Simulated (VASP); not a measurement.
**TiO2: single point with PBE**

TiO2:

```
Ti O
1.0
     4.96840    0.00000    0.00000
     0.00000    4.96840    0.00000
     0.00000    0.00000    2.88480
Ti O
2 4
Direct
  0.00000 0.00000 0.00000
  0.50000 0.50000 0.50000
  0.30510 0.30510 0.00000
  0.19490 0.80510 0.50000
  0.69490 0.69490 0.00000
  0.80510 0.19490 0.50000
```

| Quantity | Value |
| --- | --- |
| Program | VASP 6.6.1 |
| Task | single point |
| Functional | PBE |
| Potentials or basis | VASP PAW PBE potentials, release 64 (Ti_sv, O) |
| Cutoff | 520 eV |
| k mesh | 6 × 6 × 10 |
| Occupations | gaussian, width 0.05 eV |
| Spin | no spin polarisation |

```
Pressure               : -15.2 GPa
Largest force          : 0.812 eV/Å
Band gap on the k mesh : 1.73 eV, indirect (least direct gap 1.77 eV)
```

Forces on the atoms (eV/Å):
```
Ti   0.000  0.000  0.000
Ti   0.000  0.000  0.000
O    0.574  0.574  0.000
O   -0.574  0.574  0.000
O   -0.574 -0.574  0.000
O    0.574 -0.574  0.000
```

Stress tensor (GPa, compression positive):
```
-20.78   0.00   0.00
  0.00 -20.78   0.00
  0.00   0.00  -3.95
```

Levels at points of the mesh, in eV from the valence-band top:
```tsv
k point	band 21	band 22	band 23	band 24	band 25	band 26	band 27	band 28
(0.00, 0.00, 0.00)	-0.26	-0.26	-0.17	-0.03	1.74	1.87	2.67	2.67
(0.50, 0.00, 0.00)	-0.75	-0.75	-0.49	-0.49	2.28	2.28	2.95	2.95
(0.50, 0.50, 0.00)	-0.84	-0.84	-0.57	-0.57	1.73	1.73	2.68	2.68
(0.00, 0.00, 0.50)	-1.39	-1.39	-1.19	-1.19	2.72	2.72	3.29	3.29
(0.50, 0.00, 0.50)	-1.64	-1.64	-0.61	-0.61	1.97	1.97	3.49	3.49
(0.50, 0.50, 0.50)	-0.74	-0.74	-0.59	-0.59	2.51	2.51	2.97	2.97
```

Run time: 3.6 min on 1 thread of Intel Xeon 8259CL (shared host), peak memory 0.26 GiB.

A k mesh can miss the band edges. A hybrid or GW would open this gap; PBE tends to underestimate it.
